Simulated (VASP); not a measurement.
## Si2Mo: single point with LDA

Si2Mo:

```xyz
3
Lattice="-1.6022 1.6022 3.9196 1.6022 -1.6022 3.9196 1.6022 1.6022 -3.9196" Properties=species:S:1:pos:R:3 pbc="T T T"
Si    0.0000    0.0000    2.6338
Si    0.0000    0.0000    5.2054
Mo    0.0000    0.0000    0.0000
```

```
Program             : VASP 6.6.1
Task                : single point
Functional          : LDA
Potentials or basis : VASP PAW LDA potentials, release 64 (Si, Mo_sv)
Cutoff              : 520 eV
k mesh              : 10 × 10 × 10
Occupations         : gaussian, width 0.05 eV
Spin                : no spin polarisation
```

```yaml
Pressure: -5.1 GPa
Largest_force: 0.023 eV/Å
Band_gap_on_the_k_mesh: zero (bands 11 and 12 overlap by 0.89 eV)
```

Forces in eV/Å, atoms in the order of the input:
```
Si   0.000  0.000 -0.023
Si   0.000  0.000  0.023
Mo   0.000  0.000  0.000
```

Stress tensor (GPa, compression positive):
```
-4.99  0.00  0.00
 0.00 -4.99  0.00
 0.00  0.00 -5.26
```

Levels at points of the mesh, in eV from the Fermi level:
```tsv
k point	band 9	band 10	band 11	band 12	band 13	band 14
(0.00, 0.00, 0.00)	-2.51	-2.51	0.44	3.23	3.39	3.54
(0.50, 0.00, 0.00)	-2.51	-2.47	-0.41	2.30	3.20	4.12
(0.50, 0.50, 0.00)	-4.31	-2.95	-1.11	2.35	2.78	3.26
(0.50, 0.50, 0.50)	-0.49	-0.49	-0.36	-0.36	0.58	4.82
```

Run time: 2.2 min on 1 thread of Intel Xeon 8259CL, on a shared host, peak memory 0.21 GiB.

Caveat: the cell stands under tension.
